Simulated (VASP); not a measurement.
The system is Ti2In.

```
Ti In
1.0
     2.92570    0.00000    0.00000
     0.00000    2.92570    0.00000
     0.00000    0.00000    5.58979
Ti In
2 1
Direct
  0.50000 0.50000 0.27000
  0.50000 0.50000 0.73000
  0.00000 0.00000 0.00000
```

| Property | Result |
| --- | --- |
| Program | VASP 6.6.1 |
| Task | relaxation of cell and atoms |
| Functional | PBE |
| Potentials or basis | VASP PAW PBE potentials, release 64 (Ti_sv, In_d) |
| Cutoff | 600 eV |
| k mesh | 6 × 6 × 4 |
| Occupations | gaussian, width 0.1 eV |
| Spin | no spin polarisation |

At the start: pressure 45.8 GPa; volume 15.95 Å³/atom.

Where does the relaxation end?

Over 13 steps the energy falls by 842.6 meV/atom and the volume is 19.74 Å³/atom (+23.7 %); space group P4/mmm (No. 123, to 0.05 Å).

Step by step:
```
step  energy change (eV)  largest force (eV/Å)  pressure (GPa)  volume (Å³)
   1              0.0000                4.1769           45.83        47.85
   2             -0.7022                0.2232          -13.81        86.81
   3             -2.1120                0.3152           -2.95        64.39
   4             -2.1180                0.3792           -2.02        63.64
   5             -2.1192                0.4248           -1.37        63.13
   6             -2.2911                0.3201           -1.31        62.30
   7             -2.5076                0.2755            0.62        59.19
   8             -2.5112                0.3148            0.12        59.66
   9             -2.5115                0.3050            0.23        59.55
  10             -2.5216                0.1561           -0.53        59.81
  11             -2.5241                0.0369           -1.07        60.02
  12             -2.5275                0.0334            0.32        58.97
  13             -2.5278                0.0148           -0.02        59.21
```

Final structure:
```
CELL_PARAMETERS angstrom
2.90865 0.00000 0.00000
0.00000 2.90865 0.00000
0.00000 0.00000 6.99855
ATOMIC_POSITIONS crystal
Ti 0.50000 0.50000 0.30956
Ti 0.50000 0.50000 0.69044
In 0.00000 0.00000 0.00000
```

Caveat: the volume moved by over 15 % at a fixed basis, so the end points are rough.
